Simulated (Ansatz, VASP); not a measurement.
# Hf4Pt: VASP beside Ansatz

```
CELL_PARAMETERS angstrom
4.85318 0.00000 0.00000
-2.42659 4.20298 0.00000
0.00000 0.00000 5.58212
ATOMIC_POSITIONS crystal
Hf 0.33333 0.66667 0.75424
Hf 0.33333 0.66667 0.24576
Hf 0.66667 0.33333 0.24576
Hf 0.66667 0.33333 0.75424
Pt 0.00000 0.00000 0.00000
```

Alike in both runs: functional PBE; k mesh 12 × 12 × 8; occupations gaussian, width 0.1 eV; no spin polarisation.

Ansatz relaxed the structure, and its values are those at the end. VASP's run is a single point on that final structure, the one shown.

|  | VASP | Ansatz |
| --- | --- | --- |
| version | VASP 6.6.1 | Ansatz 0.2.0 |
| potentials or method | VASP PAW PBE potentials, release 64 (Hf_pv, Pt), cutoff 520 eV | scalar-relativistic, plane waves, PAW |
| valence electrons in the cell | 50 | 122 |

```csv
,VASP,Ansatz,Ansatz less VASP
gap on the k mesh at the Fermi level (eV),none,none,-
pressure (GPa),-0.6,0.0,+0.56
rms of the force components (eV/Å),0.015,0.000,-0.0152
```

A gap of «none» marks a metal or a gap that the smearing closes. VASP's potentials hold 50 valence electrons a cell and Ansatz's 122, so a difference there can come from the potentials and not from the codes.

Spin-orbit coupling is off throughout.
